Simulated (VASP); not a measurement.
# KMgF3 (Cmmm) in VASP: a series of runs

KMgF3 is run at these levels: PBE; tasks: single point.

Program: VASP 6.6.1. These are calculated values, not measurements. Logs are shortened: lines on timing, memory, paths and dates and some standing lists are left out, and cuts for length are marked.

## (1) The cell of the first run

The structure is orthorhombic, space group Cmmm (No. 65). The conventional cell has a = 5.616 Å, b = 5.658 Å, c = 3.986 Å, α = 90.00°, β = 90.00°, γ = 90.00°. K (site symmetry mmm) has 12 F at 2.81 to 2.83 Å and 8 Mg at 3.44 to 3.46 Å within 3.7 Å. Mg (site symmetry mmm) has 6 F at 1.99 Å within 2.6 Å. Within 2.6 Å of F (site symmetry 2/m) lie 2 Mg at 1.99 Å. F (site symmetry mmm) has 2 Mg at 1.99 Å within 2.6 Å.

## (2) Single point, PBE (strain +0.0075 x Voigt [0, 0, 0, 0, 0, 1])

File INCAR:

```
PREC = Accurate ; ENCUT = 520
EDIFF = 1E-6 ; ISMEAR = 0
SIGMA = 0.05 ; LREAL = F
LASPH = T ; NELM = 80
ALGO = Normal ; ISIF = 2
LWAVE = F ; LCHARG = F
GGA = PE ; NBANDS = 24
```

File KPOINTS:

```
Automatic mesh
0
Gamma
  6 6 6
```

File POSCAR:

```
KMgF3
1.0
    3.9859000000      0.0149471250      0.0000000000
    0.0149471250      3.9859000000      0.0000000000
    0.0000000000      0.0000000000      3.9859000000
K Mg F
1 1 3
Direct
    0.5000000000      0.5000000000      0.5000000000
    0.0000000000      0.0000000000      0.0000000000
    0.5000000000      0.0000000000      0.0000000000
    0.0000000000      0.5000000000      0.0000000000
    0.0000000000      0.0000000000      0.5000000000
```

Potentials or basis: VASP PAW PBE potentials, release 64 (K_sv, Mg, F).

The run is started by

```
$ cat potpaw_PBE.64/K_sv/POTCAR potpaw_PBE.64/Mg/POTCAR potpaw_PBE.64/F/POTCAR > POTCAR
$ mpirun -np 1 vasp_std > vasp.out
```

OUTCAR:

```text
PREC = Accurate
   ENCUT = 520
   EDIFF = 1E-6
   ISMEAR = 0
   LREAL = F
   LASPH = T
   NELM = 80
   ISIF = 2
   GGA = PE

 ion  position               nearest neighbor table
   1  0.500  0.500  0.500-   5 2.81   5 2.81   3 2.82   4 2.82   3 2.82   3 2.82   3 2.82   4 2.82
                             4 2.82   4 2.82   5 2.83   5 2.83   2 3.44   2 3.44   2 3.44   2 3.44
   2  0.000  0.000  0.000-   5 1.99   5 1.99   3 1.99   4 1.99   4 1.99   3 1.99   1 3.44   1 3.44
                             1 3.44   1 3.44   1 3.46   1 3.46   1 3.46   1 3.46
   3  0.500  0.000  0.000-   2 1.99   2 1.99   1 2.82   1 2.82   1 2.82   1 2.82
   4  0.000  0.500  0.000-   2 1.99   2 1.99   1 2.82   1 2.82   1 2.82   1 2.82
   5  0.000  0.000  0.500-   2 1.99   2 1.99   1 2.81   1 2.81   1 2.83   1 2.83

  LATTYP: Found a base centered orthorhombic cell.
 ALAT       =     5.6157754114
 B/A-ratio  =     1.0075282309
 C/A-ratio  =     0.7097684127

  Lattice vectors:

 A1 = (  -0.0149471250,  -3.9859000000,   0.0000000000)
 A2 = (   3.9859000000,   0.0149471250,   0.0000000000)
 A3 = (   0.0000000000,   0.0000000000,   3.9859000000)

Analysis of symmetry for initial positions (statically):
=====================================================================
 Subroutine PRICEL returns:
 Original cell was already a primitive cell.

 Routine SETGRP: Setting up the symmetry group for a
 base centered orthorhombic supercell.

 Subroutine GETGRP returns: Found  8 space group operations
 (whereof  8 operations were pure point group operations)
 out of a pool of  8 trial point group operations.

The static configuration has the point symmetry D_2h.

Analysis of symmetry for dynamics (positions and initial velocities):
=====================================================================
 Subroutine PRICEL returns:
 Original cell was already a primitive cell.

 Routine SETGRP: Setting up the symmetry group for a
 base centered orthorhombic supercell.

 Subroutine GETGRP returns: Found  8 space group operations
 (whereof  8 operations were pure point group operations)
 out of a pool of  8 trial point group operations.

The dynamic configuration has the point symmetry D_2h.

 Subroutine INISYM returns: Found  8 space group operations
 (whereof  8 operations are pure point group operations),
 and found     1 'primitive' translations

----------------------------------------------------------------------------------------

[... 95 lines left out ...]
   LASPH  =      T    aspherical Exc in radial PAW
   ENCUT  =  520.0 eV  38.22 Ry    6.18 a.u.   7.41  7.41  7.41*2*pi/ulx,y,z
   NELM   =     80;   NELMIN=  2; NELMDL= -5     # of ELM steps
   EDIFF  = 0.1E-05   stopping-criterion for ELM
   LREAL  =      F    real-space projection
   EDIFFG = 0.1E-04   stopping-criterion for IOM
   NSW    =      0    number of steps for IOM
   IBRION =     -1    ionic relax: 0-MD 1-quasi-New 2-CG
   NFREE  =      0    steps in history (QN), initial steepest desc. (CG)
   ISIF   =      2    stress and relaxation
   ISYM   =      2    0-nonsym 1-usesym 2-fastsym
   POTIM  = 0.5000    time-step for ionic-motion
   TEBEG  =    0.0;   TEEND  =   0.0 temperature during run
   PSTRESS=    0.0 pullay stress
   NELECT =      32.0000    total number of electrons
   NUPDOWN=      -1.0000    fix difference up-down
   EMIN   =  10.00;   EMAX   =-10.00  energy-range for DOS
   EFERMI =   0.00;   METHOD = LEGACY
   ISMEAR =     0;   SIGMA  =   0.05  broadening in eV -4-tet -1-fermi 0-gaus
   EFERMI_NEDOS =   21; number of points for ismear=-14 and -15
   IALGO  =     38    algorithm
   IMIX   =      4    mixing-type and parameters
     AMIX     =   0.40;   BMIX     =  1.00
     AMIX_MAG =   1.60;   BMIX_MAG =  1.00
  volume/ion in A,a.u.               =      12.66        85.47
  Fermi-wavevector in a.u.,A,eV,Ry     =   1.303969  2.464143 23.134449  1.700334
  Thomas-Fermi vector in A             =   2.434935
   LORBIT       =      0    0 simple, 1 ext, 2 COOP (PROOUT), +10 PAW based schemes
   GGA     = PE    functional components
   LHFCALC =     F    Hartree Fock is set to
   AEXX    =    0.0000 exact exchange contribution
   IVDW    =     0    specifies the selected vdW correction
   LEPSILON=     F    determine dielectric tensor
   LRPA    =     F    only Hartree local field effects (RPA)
 non-spin polarized calculation
 Gauss-broadening in eV      SIGMA  =   0.05
  energy-cutoff  :      520.00
  volume of cell :       63.32
 maximum number of plane-waves:      1743
 NGX is ok and might be reduce to    30
   NGX = 15   NGY = 15   NGZ = 15

 number of electron      31.9999958 magnetization

 Free energy of the ion-electron system (eV)
  ---------------------------------------------------
  ext. energy  EPLUGINS =         0.00000000
  ---------------------------------------------------
  free energy    TOTEN  =       -24.41402596 eV

  energy without entropy =      -24.41402596  energy(sigma->0) =      -24.41402596

 E-fermi :  -1.2645     XC(G=0):  -9.6841

 val. band max:       -1.5986241122   @ k =   0.5000   0.5000   0.5000
 cond. band min:       5.7036221746   @ k =   0.0000   0.0000   0.0000
 fundamental gap:      7.3022462868
 Fermi energy:        -1.2645240838

 k-point     1 :       0.0000    0.0000    0.0000
  band No.  band energies     occupation
      1     -27.2548      2.00000
      2     -21.7199      2.00000
      3     -21.0665      2.00000
      4     -21.0661      2.00000
      5     -10.7508      2.00000
      6     -10.7471      2.00000
[... 637 lines left out ...]
     23      12.6821      0.00000
     24      13.6860      0.00000

 [... further k-points ...]
[... 5 lines left out ...]
  --------------------------------------------------------------------------------------
  -------------------------------------------------------------------------------------
  Total        1.3282176      1.3282176      1.3275219     -0.1438347      0.0000000      0.0000000
  in kB       33.6052187     33.6052187     33.5876167     -3.6391612      0.0000000      0.0000000
  external PRESSURE =      33.5993514 kB  Pullay stress =       0.0000000 kB

 VOLUME and BASIS-vectors are now :
 -----------------------------------------------------------------------------
  energy-cutoff  :      520.00
  volume of cell :       63.32
      direct lattice vectors                 reciprocal lattice vectors
     3.985900000  0.014947125  0.000000000     0.250887896 -0.000940830  0.000000000
     0.014947125  3.985900000  0.000000000    -0.000940830  0.250887896  0.000000000
     0.000000000  0.000000000  3.985900000     0.000000000  0.000000000  0.250884367

 POSITION                                       TOTAL-FORCE (eV/Angst)
 -----------------------------------------------------------------------------------
      2.00042      2.00042      1.99295         0.000000      0.000000      0.000000
      0.00000      0.00000      0.00000        -0.000000      0.000000      0.000000
      1.99295      0.00747      0.00000        -0.000000      0.000000      0.000000
      0.00747      1.99295      0.00000        -0.000000      0.000000      0.000000
      0.00000      0.00000      1.99295        -0.000000      0.000000      0.000000
 -----------------------------------------------------------------------------------
    total drift:                                0.000000     -0.000000      0.000000

  FREE ENERGIE OF THE ION-ELECTRON SYSTEM (eV)
  ---------------------------------------------------
  free  energy   TOTEN  =       -24.4140259574 eV

  energy  without entropy=      -24.4140259574  energy(sigma->0) =      -24.41402596
```

OSZICAR:

```text
N       E                     dE             d eps       ncg     rms          rms(c)
DAV:   1     0.223591167947E+03    0.22359E+03   -0.17323E+04  2552   0.128E+03
DAV:   2    -0.146422220985E+02   -0.23823E+03   -0.22939E+03  3136   0.344E+02
DAV:   3    -0.262112765441E+02   -0.11569E+02   -0.11509E+02  3672   0.697E+01
DAV:   4    -0.266206847345E+02   -0.40941E+00   -0.40935E+00  3280   0.813E+00
DAV:   5    -0.266234723968E+02   -0.27877E-02   -0.27876E-02  3416   0.657E-01    0.901E+00
DAV:   6    -0.244128296895E+02    0.22106E+01   -0.71636E+00  2976   0.191E+01    0.404E+00
DAV:   7    -0.244141706324E+02   -0.13409E-02   -0.30570E-01  2912   0.294E+00    0.239E+00
DAV:   8    -0.244143952883E+02   -0.22466E-03   -0.73357E-02  3088   0.243E+00    0.325E-01
DAV:   9    -0.244137485291E+02    0.64676E-03   -0.16491E-02  3152   0.885E-01    0.151E-01
DAV:  10    -0.244140428962E+02   -0.29437E-03   -0.10712E-03  3016   0.210E-01    0.903E-02
DAV:  11    -0.244140350370E+02    0.78592E-05   -0.61323E-05  3168   0.629E-02    0.398E-02
DAV:  12    -0.244140257235E+02    0.93135E-05   -0.42627E-05  3048   0.439E-02    0.329E-03
DAV:  13    -0.244140259574E+02   -0.23394E-06   -0.12618E-06  2576   0.720E-03
   1 F= -.24414026E+02 E0= -.24414026E+02  d E =-.153955E-22
```

It took 26 s on 1 thread of Intel Xeon 6975P-C (Granite Rapids), shared host; peak memory 0.21 GiB.

What came out:

```
Free energy            : -24.4140 eV
Pressure               : 3.4 GPa
Band gap on the k mesh : 7.30 eV, indirect (least direct gap 7.61 eV)
```

Caveat: the cell differs from its parent crystal (strain +0.0075 x Voigt [0, 0, 0, 0, 0, 1]).

## (3) Single point, PBE (strain +0.0025 x Voigt [0, 0, 0, 0, 0, 1])

File INCAR:

```
  ALGO = Normal
  EDIFF = 1E-6
  ENCUT = 520
  GGA = PE
  ISIF = 2
  ISMEAR = 0
  LASPH = True
  LCHARG = False
  LREAL = False
  LWAVE = False
  NBANDS = 24
  NELM = 80
  PREC = Accurate
  SIGMA = 0.05
```

File KPOINTS:

```
k-points
0
Gamma
  6 6 6
```

POSCAR: that of step 2 with these lines changed.

```diff
@@ -2,4 +2,4 @@
 1.0
-    3.9859000000      0.0149471250      0.0000000000
-    0.0149471250      3.9859000000      0.0000000000
+    3.9859000000      0.0049823750      0.0000000000
+    0.0049823750      3.9859000000      0.0000000000
     0.0000000000      0.0000000000      3.9859000000
```

Potentials or basis: VASP PAW PBE potentials, release 64 (K_sv, Mg, F).

The run is started by

```
$ cat potpaw_PBE.64/K_sv/POTCAR potpaw_PBE.64/Mg/POTCAR potpaw_PBE.64/F/POTCAR > POTCAR
$ mpirun -np 1 vasp_std > vasp.out
```

It took 26 s on 1 thread of Intel Xeon 6975P-C (Granite Rapids), shared host; peak memory 0.21 GiB.

The run converged. Its results:

```
Free energy            : -24.4145 eV
Pressure               : 3.4 GPa
Band gap on the k mesh : 7.30 eV, indirect (least direct gap 7.62 eV)
```

Stress tensor (GPa, compression positive):
```
 3.36 -0.12  0.00
-0.12  3.36  0.00
 0.00  0.00  3.36
```

Levels at points of the mesh, in eV from the valence-band top:
```
           k point  band 14  band 15  band 16  band 17  band 18  band 19
(0.00, 0.00, 0.00)    -0.33    -0.32    -0.32     7.30    10.08    10.08
(0.50, 0.00, 0.00)    -0.86    -0.53    -0.53    10.12    10.45    11.12
(0.50, 0.50, 0.00)    -0.90    -0.89    -0.02    10.92    11.70    12.63
(0.00, 0.00, 0.50)    -0.86    -0.54    -0.52    10.12    10.45    11.12
(0.50, 0.00, 0.50)    -0.89    -0.89    -0.02    10.92    11.70    12.63
(0.50, 0.50, 0.50)     0.00     0.00     0.00    10.44    10.44    10.45
```

Caveat: the cell differs from its parent crystal (strain +0.0025 x Voigt [0, 0, 0, 0, 0, 1]).
